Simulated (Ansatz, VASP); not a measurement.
## Hg in VASP and in Ansatz

File INCAR:

```
ALGO = Normal
EDIFF = 1E-7
ENCUT = 520
GGA = PE
ISIF = 2
ISMEAR = -1
LASPH = True
LCHARG = True
LELF = True
LREAL = False
LVHAR = True
LWAVE = False
NBANDS = 19
NELM = 80
PREC = Accurate
SIGMA = 0.05
```

Contents of KPOINTS:

```
k-points
0
Gamma
  8 8 8
```

Contents of POSCAR:

```
Hg
1.0
    0.0000000000      3.3303445432      3.3303445432
    3.3303445432      0.0000000000      3.3303445432
    3.3303445432      3.3303445432      0.0000000000
Hg
2
Direct
   -0.1925000000     -0.1025000000     -0.1025000000
    0.1925000000      0.1025000000      0.1025000000
```

Input for Ansatz:

```yaml
crystal:
  lattice:
    - [0.0, 3.3303445432, 3.3303445432]
    - [3.3303445432, 0.0, 3.3303445432]
    - [3.3303445432, 3.3303445432, 0.0]
  atoms:
    - { symbol: Hg, position: [-0.1925, -0.1025, -0.1025] }
    - { symbol: Hg, position: [0.1925, 0.1025, 0.1025] }
kpoints:
  mp_grid: { grid: [8, 8, 8] }
scf:
  occupations: { method: fermi_dirac, width: 0.05 }
hamiltonian:
  xc: pbe
  pseudopotentials: { kind: all_electron, lapw: { basis_error: 0.001 } }
output:
  forces: true
  stress: true
  eigenvalues: true
  populations: true
```

Change from the starting cell: shortest bond scaled by 0.82, LAPW.

Alike in both runs: task single point; functional PBE; k mesh 8 × 8 × 8; occupations fermi-dirac, width 0.05 eV; no spin polarisation.

|  | VASP | Ansatz |
| --- | --- | --- |
| version | VASP 6.6.1 | Ansatz 0.2.0 |
| potentials or method | VASP PAW PBE potentials, release 64 (Hg), cutoff 520 eV | all-electron LAPW, scalar-relativistic |

VASP gave:

| Item | Value |
| --- | --- |
| pressure (GPa) | 8.7 |
| traceless stress, the component that is largest in VASP (GPa) | -9.82 |
| rms of the force components (eV/Å) | 3.165 |

**Question.** Which values does Ansatz return?

**Answer.** Pressure (GPa): 8.1; traceless stress, the component that is largest in VASP (GPa): -9.23; rms of the force components (eV/Å): 2.971.

Atom by atom the forces differ by 0.194 eV/Å (rms over components). Ansatz ran all-electron here, and VASP with PAW potentials.

Neither program's run includes spin-orbit coupling.
